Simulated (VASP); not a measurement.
# SrVO3 (Pm-3m) in VASP: relaxation of cell and atoms with PBE

Aim: the relaxation of cell and atoms of SrVO3 with PBE.

All numbers are computed with VASP 6.6.1; they aren't measurements. Logs are shortened: lines on timing, memory, paths and dates and some standing lists are left out, and cuts for length are marked.

### 1 The cell of the first run

Symmetry: Pm-3m, No. 221, cubic system. The conventional cell has a = 3.841 Å, b = 3.841 Å, c = 3.841 Å, α = 90.00°, β = 90.00°, γ = 90.00°. Within 3.6 Å of Sr (site symmetry m-3m) lie 12 O at 2.72 Å and 8 V at 3.33 Å. Within 2.5 Å of V (site symmetry m-3m) lie 6 O at 1.92 Å. O (site symmetry 4/mmm) has 2 V at 1.92 Å within 2.5 Å.

### 2 Relaxation of cell and atoms, PBE, collinear spin, ferromagnetic start

Contents of INCAR:

```
SYSTEM = SrVO3
PREC = Accurate ; ENCUT = 600
EDIFF = 1E-7 ; ISMEAR = 0
SIGMA = 0.1 ; LREAL = .FALSE.
LASPH = .TRUE. ; NELM = 150
ALGO = Normal ; ISIF = 3
LWAVE = .FALSE. ; LCHARG = .FALSE.
ISPIN = 2 ; MAGMOM = 0 0.42 0 0 0
LORBIT = 11 ; LMAXMIX = 4
GGA = PE ; IBRION = 2
NSW = 100 ; EDIFFG = -0.005
```

Contents of KPOINTS:

```
Automatic mesh
0
G
  10 10 10
  0 0 0
```

Contents of POSCAR:

```
SrVO3
1.0
    3.8409000000      0.0000000000      0.0000000000
    0.0000000000      3.8409000000      0.0000000000
    0.0000000000      0.0000000000      3.8409000000
Sr V O
1 1 3
Direct
    0.5000000000      0.5000000000      0.5000000000
    0.0000000000      0.0000000000      0.0000000000
    0.5000000000      0.0000000000      0.0000000000
    0.0000000000      0.5000000000      0.0000000000
    0.0000000000      0.0000000000      0.5000000000
```

Potentials or basis: VASP PAW PBE potentials, release 64 (Sr_sv, V_sv, O).

Command:

```bash
$ cat potpaw_PBE.64/Sr_sv/POTCAR potpaw_PBE.64/V_sv/POTCAR potpaw_PBE.64/O/POTCAR > POTCAR
$ mpirun -np 1 vasp_std > vasp.out
```

OUTCAR:

```text
SYSTEM = SrVO3
   PREC = Accurate
   ENCUT = 600
   EDIFF = 1E-7
   ISMEAR = 0
   LREAL = .FALSE.
   LASPH = .TRUE.
   NELM = 150
   ISIF = 3
   ISPIN = 2
   LORBIT = 11
   GGA = PE
   IBRION = 2
   NSW = 100
   EDIFFG = -0.005

 ion  position               nearest neighbor table
   1  0.500  0.500  0.500-   3 2.72   4 2.72   5 2.72   3 2.72   4 2.72   3 2.72   5 2.72   3 2.72
                             4 2.72   5 2.72   4 2.72   5 2.72   2 3.33   2 3.33   2 3.33   2 3.33
   2  0.000  0.000  0.000-   3 1.92   4 1.92   5 1.92   5 1.92   4 1.92   3 1.92   1 3.33   1 3.33
                             1 3.33   1 3.33   1 3.33   1 3.33   1 3.33   1 3.33
   3  0.500  0.000  0.000-   2 1.92   2 1.92   1 2.72   1 2.72   1 2.72   1 2.72
   4  0.000  0.500  0.000-   2 1.92   2 1.92   1 2.72   1 2.72   1 2.72   1 2.72
   5  0.000  0.000  0.500-   2 1.92   2 1.92   1 2.72   1 2.72   1 2.72   1 2.72

  LATTYP: Found a simple cubic cell.
 ALAT       =     3.8409000000

  Lattice vectors:

 A1 = (   3.8409000000,   0.0000000000,   0.0000000000)
 A2 = (   0.0000000000,   3.8409000000,   0.0000000000)
 A3 = (   0.0000000000,   0.0000000000,   3.8409000000)

Analysis of symmetry for initial positions (statically):
=====================================================================
 Subroutine PRICEL returns:
 Original cell was already a primitive cell.

 Routine SETGRP: Setting up the symmetry group for a
 simple cubic supercell.

 Subroutine GETGRP returns: Found 48 space group operations
 (whereof 48 operations were pure point group operations)
 out of a pool of 48 trial point group operations.

The static configuration has the point symmetry O_h .

Analysis of symmetry for dynamics (positions and initial velocities):
=====================================================================
 Subroutine PRICEL returns:
 Original cell was already a primitive cell.

 Routine SETGRP: Setting up the symmetry group for a
 simple cubic supercell.

 Subroutine GETGRP returns: Found 48 space group operations
 (whereof 48 operations were pure point group operations)
 out of a pool of 48 trial point group operations.

The dynamic configuration has the point symmetry O_h .

Analysis of structural, dynamic, and magnetic symmetry:
=====================================================================
 Subroutine PRICEL returns:
 Original cell was already a primitive cell.

 Routine SETGRP: Setting up the symmetry group for a
 simple cubic supercell.

 Subroutine GETGRP returns: Found 48 space group operations
 (whereof 48 operations were pure point group operations)
 out of a pool of 48 trial point group operations.

The overall configuration has the point symmetry O_h .

 Subroutine INISYM returns: Found 48 space group operations
 (whereof 48 operations are pure point group operations),
 and found     1 'primitive' translations

----------------------------------------------------------------------------------------

                                     Primitive cell

  volume of cell :      56.6629

  direct lattice vectors                    reciprocal lattice vectors
     3.840900000  0.000000000  0.000000000     0.260355646  0.000000000  0.000000000
     0.000000000  3.840900000  0.000000000     0.000000000  0.260355646  0.000000000
     0.000000000  0.000000000  3.840900000     0.000000000  0.000000000  0.260355646

  length of vectors
     3.840900000  3.840900000  3.840900000     0.260355646  0.260355646  0.260355646

  position of ions in fractional coordinates (direct lattice)
     0.500000000  0.500000000  0.500000000
     0.000000000  0.000000000  0.000000000
     0.500000000  0.000000000  0.000000000
     0.000000000  0.500000000  0.000000000
     0.000000000  0.000000000  0.500000000

  ion indices of the primitive-cell ions
   primitive index   ion index
                 1           1
                 2           2
                 3           3
                 4           4
                 5           5

----------------------------------------------------------------------------------------

 KPOINTS: Automatic mesh

Automatic generation of k-mesh.
 Grid dimensions read from file:
 generate k-points for:   10   10   10

 Generating k-lattice:

  Cartesian coordinates                     Fractional coordinates (reciprocal lattice)
     0.026035565  0.000000000  0.000000000     0.100000000  0.000000000  0.000000000
     0.000000000  0.026035565  0.000000000     0.000000000  0.100000000  0.000000000
     0.000000000  0.000000000  0.026035565     0.000000000  0.000000000  0.100000000

  Length of vectors
     0.026035565  0.026035565  0.026035565

  Shift w.r.t. Gamma in fractional coordinates (k-lattice)
     0.000000000  0.000000000  0.000000000

 Subroutine IBZKPT returns following result:
 ===========================================

 Found     56 irreducible k-points:

 Following reciprocal coordinates:
            Coordinates               Weight
  0.000000  0.000000  0.000000      1.000000
  0.100000  0.000000  0.000000      6.000000
  0.200000  0.000000  0.000000      6.000000
  0.300000  0.000000  0.000000      6.000000
  0.400000  0.000000  0.000000      6.000000
  0.500000  0.000000  0.000000      3.000000
[... 16 lines left out ...]
  0.200000  0.100000  0.100000     24.000000
  0.300000  0.100000  0.100000     24.000000
 [... further k-points ...]
   k-points           NKPTS =     56   k-points in BZ     NKDIM =     56   number of bands    NBANDS=     24
   number of dos      NEDOS =    301   number of ions     NIONS =      5
   total plane-waves  NPLWV =  32768
   dimension x,y,z NGX =    32 NGY =   32 NGZ =   32
   dimension x,y,z NGXF=    64 NGYF=   64 NGZF=   64
   ions per type =               1   1   3
   NGX,Y,Z   is equivalent  to a cutoff of  13.85, 13.85, 13.85 a.u.
   NGXF,Y,Z  is equivalent  to a cutoff of  27.70, 27.70, 27.70 a.u.
 SYSTEM =  SrVO3
   PREC   = accura    normal or accurate (medium, high low for compatibility)
   ISTART =      0    job   : 0-new  1-cont  2-samecut
   ICHARG =      2    charge: 1-file 2-atom 10-const
   ISPIN  =      2    spin polarized calculation?
   LNONCOLLINEAR =      F non collinear calculations
   LSORBIT =      F    spin-orbit coupling
   LASPH  =      T    aspherical Exc in radial PAW
   ENCUT  =  600.0 eV  44.10 Ry    6.64 a.u.   7.67  7.67  7.67*2*pi/ulx,y,z
   NELM   =    150;   NELMIN=  2; NELMDL= -5     # of ELM steps
   EDIFF  = 0.1E-06   stopping-criterion for ELM
   LREAL  =      F    real-space projection
   EDIFFG = -.5E-02   stopping-criterion for IOM
   NSW    =    100    number of steps for IOM
   IBRION =      2    ionic relax: 0-MD 1-quasi-New 2-CG
   NFREE  =      1    steps in history (QN), initial steepest desc. (CG)
   ISIF   =      3    stress and relaxation
   ISYM   =      2    0-nonsym 1-usesym 2-fastsym
   POTIM  = 0.5000    time-step for ionic-motion
   TEBEG  =    0.0;   TEEND  =   0.0 temperature during run
   PSTRESS=    0.0 pullay stress
   NELECT =      41.0000    total number of electrons
   NUPDOWN=      -1.0000    fix difference up-down
   EMIN   =  10.00;   EMAX   =-10.00  energy-range for DOS
   EFERMI =   0.00;   METHOD = LEGACY
   ISMEAR =     0;   SIGMA  =   0.10  broadening in eV -4-tet -1-fermi 0-gaus
   EFERMI_NEDOS =   21; number of points for ismear=-14 and -15
   IALGO  =     38    algorithm
   IMIX   =      4    mixing-type and parameters
     AMIX     =   0.40;   BMIX     =  1.00
     AMIX_MAG =   1.60;   BMIX_MAG =  1.00
  volume/ion in A,a.u.               =      11.33        76.48
  Fermi-wavevector in a.u.,A,eV,Ry     =   1.469726  2.777380 29.389880  2.160095
  Thomas-Fermi vector in A             =   2.585069
   LORBIT       =     11    0 simple, 1 ext, 2 COOP (PROOUT), +10 PAW based schemes
   GGA     = PE    functional components
   LHFCALC =     F    Hartree Fock is set to
   AEXX    =    0.0000 exact exchange contribution
   IVDW    =     0    specifies the selected vdW correction
   LEPSILON=     F    determine dielectric tensor
   LRPA    =     F    only Hartree local field effects (RPA)
 conjugate gradient relaxation of ions
 spin polarized calculation
 Gauss-broadening in eV      SIGMA  =   0.10
  energy-cutoff  :      600.00
  volume of cell :       56.66
 maximum number of plane-waves:      1924
 NGX is ok and might be reduce to    32
   NGX = 15   NGY = 15   NGZ = 15

--------------------------------------- Ionic step        1  -------------------------------------------

 number of electron      40.9999997 magnetization       0.3239492

 Free energy of the ion-electron system (eV)
  ---------------------------------------------------
  ext. energy  EPLUGINS =         0.00000000
  ---------------------------------------------------
  free energy    TOTEN  =       -39.27637632 eV

  energy without entropy =      -39.26867877  energy(sigma->0) =      -39.27252754

------------------------ aborting loop because EDIFF is reached ----------------------------------------

  FORCE on cell =-STRESS in cart. coord.  units (eV):
  Direction    XX          YY          ZZ          XY          YZ          ZX
  --------------------------------------------------------------------------------------
  -------------------------------------------------------------------------------------
  Total        1.1638735      1.1638735      1.1638735      0.0000000     -0.0000000      0.0000000
  in kB       32.9092030     32.9092030     32.9092030      0.0000000     -0.0000000      0.0000000
  external PRESSURE =      32.9092030 kB  Pullay stress =       0.0000000 kB
[... 63 lines left out ...]
  energy  without entropy=      -39.2716133765  energy(sigma->0) =      -39.27519107

--------------------------------------- Ionic step        3  -------------------------------------------

 number of electron      40.9999990 magnetization       0.3447480

 Free energy of the ion-electron system (eV)
  ---------------------------------------------------
  ext. energy  EPLUGINS =         0.00000000
  ---------------------------------------------------
  free energy    TOTEN  =       -39.28663614 eV

  energy without entropy =      -39.27914608  energy(sigma->0) =      -39.28289111

 E-fermi :   6.1331     XC(G=0): -11.4772

 val. band max:        6.1154743944   @ k =   0.2000   0.2000   0.1000
 cond. band min:       6.1478985319   @ k =   0.2000   0.0000   0.0000
 fundamental gap:      0.0324241374
 Fermi energy:         6.1330698932

 spin component 1

 k-point     1 :       0.0000    0.0000    0.0000
  band No.  band energies     occupation
      1     -59.9318      1.00000
      2     -33.7549      1.00000
      3     -33.7549      1.00000
      4     -33.7549      1.00000
      5     -28.4635      1.00000
      6     -13.5497      1.00000
[... 637 lines left out ...]
     23       6.3840      0.00019
     24       7.7663      0.00000

 [... further k-points ...]

 spin component 2

 k-point     1 :       0.0000    0.0000    0.0000
  band No.  band energies     occupation
      1     -59.5841      1.00000
      2     -33.4134      1.00000
      3     -33.4134      1.00000
      4     -33.4134      1.00000
      5     -28.4634      1.00000
      6     -13.5427      1.00000
[... 671 lines left out ...]
  FREE ENERGIE OF THE ION-ELECTRON SYSTEM (eV)
  ---------------------------------------------------
  free  energy   TOTEN  =       -39.2866361401 eV

  energy  without entropy=      -39.2791460801  energy(sigma->0) =      -39.28289111

 reached required accuracy - stopping structural energy minimisation

 total charge

# of ion       s       p       d       tot
------------------------------------------
    1        1.999   5.799   0.211   8.009
    2        2.279   6.336   2.931  11.545
    3        1.560   3.475   0.000   5.036
    4        1.560   3.475   0.000   5.036
    5        1.560   3.475   0.000   5.036
--------------------------------------------------
tot          8.959  22.561   3.142  34.662

 magnetization (x)

# of ion       s       p       d       tot
------------------------------------------
    1       -0.000  -0.000   0.001   0.000
    2        0.002   0.003   0.323   0.327
    3       -0.000  -0.003   0.000  -0.003
    4       -0.000  -0.003   0.000  -0.003
    5       -0.000  -0.003   0.000  -0.003
--------------------------------------------------
tot          0.001  -0.006   0.323   0.319
```

Wall time 4.6 min (1 thread of Intel Xeon Platinum 8124M at 3.00GHz (Skylake/Cascade Lake), shared host); peak memory 0.32 GiB.

What came out:

```yaml
Free_energy: -39.2866 eV
Relaxed_volume: 11.54 Å³/atom
Relaxed_cell: a = 3.864 Å, b = 3.864 Å, c = 3.864 Å, α = 90.00°, β = 90.00°, γ = 90.00°
Space_group_after_relaxing_to_0.05_Å: Pm-3m (No. 221)
Energy_gained_by_relaxing: 2.1 meV/atom
Ionic_steps: 3
Pressure_after_relaxing: 0.0 GPa
Net_moment: 0.34 μB per cell
Site_moments: Sr +0.00; V +0.33; O -0.00 μB
Valence_electrons_inside_the_program's_atomic_spheres: Sr 8.01; V 11.54; O 5.04
```

The path:
```
step  energy change (eV)  largest force (eV/Å)  pressure (GPa)  volume (Å³)
   1              0.0000                0.0000            3.29        56.66
   2             -0.0024                0.0000           -2.71        58.59
   3             -0.0103                0.0000            0.00        57.68
```

Final structure:
```yaml
crystal:
  lattice:
    - [3.86373, 0.00000, 0.00000]
    - [0.00000, 3.86373, 0.00000]
    - [0.00000, 0.00000, 3.86373]
  atoms:
    - { symbol: Sr, position: [0.50000, 0.50000, 0.50000] }
    - { symbol: V, position: [0.00000, 0.00000, 0.00000] }
    - { symbol: O, position: [0.50000, 0.00000, 0.00000] }
    - { symbol: O, position: [0.00000, 0.50000, 0.00000] }
    - { symbol: O, position: [0.00000, 0.00000, 0.50000] }
```

Levels at points of the mesh, in eV from the Fermi level:
Spin up:
| k point | band 16 | band 17 | band 18 | band 19 | band 20 | band 21 | band 22 | band 23 | band 24 |
| --- | --- | --- | --- | --- | --- | --- | --- | --- | --- |
| (0.00, 0.00, 0.00) | -3.20 | -3.20 | -2.40 | -2.40 | -2.40 | -1.14 | -1.14 | -1.14 | 1.11 |
| (0.50, 0.00, 0.00) | -4.54 | -4.53 | -4.04 | -2.84 | -2.84 | -1.03 | 0.76 | 0.76 | 1.13 |
| (0.50, 0.50, 0.00) | -5.05 | -4.10 | -3.59 | -3.59 | -2.10 | 0.73 | 0.73 | 1.07 | 2.12 |
| (0.50, 0.50, 0.50) | -5.88 | -5.88 | -2.01 | -2.01 | -2.01 | 1.29 | 1.29 | 1.29 | 5.16 |
Spin down:
```tsv
k point	band 16	band 17	band 18	band 19	band 20	band 21	band 22	band 23	band 24
(0.00, 0.00, 0.00)	-3.20	-3.20	-2.41	-2.41	-2.41	-0.76	-0.76	-0.76	1.29
(0.50, 0.00, 0.00)	-4.46	-4.46	-4.04	-2.84	-2.84	-0.64	1.08	1.08	1.31
(0.50, 0.50, 0.00)	-4.97	-4.09	-3.59	-3.59	-2.10	1.07	1.07	1.43	2.29
(0.50, 0.50, 0.50)	-5.81	-5.81	-2.01	-2.01	-2.01	1.65	1.65	1.65	5.17
```

Caveat: semilocal functionals often make such compounds metallic where correlation or magnetic order opens a gap, which also shifts bond lengths. Zero-point motion and thermal expansion aren't in these numbers.
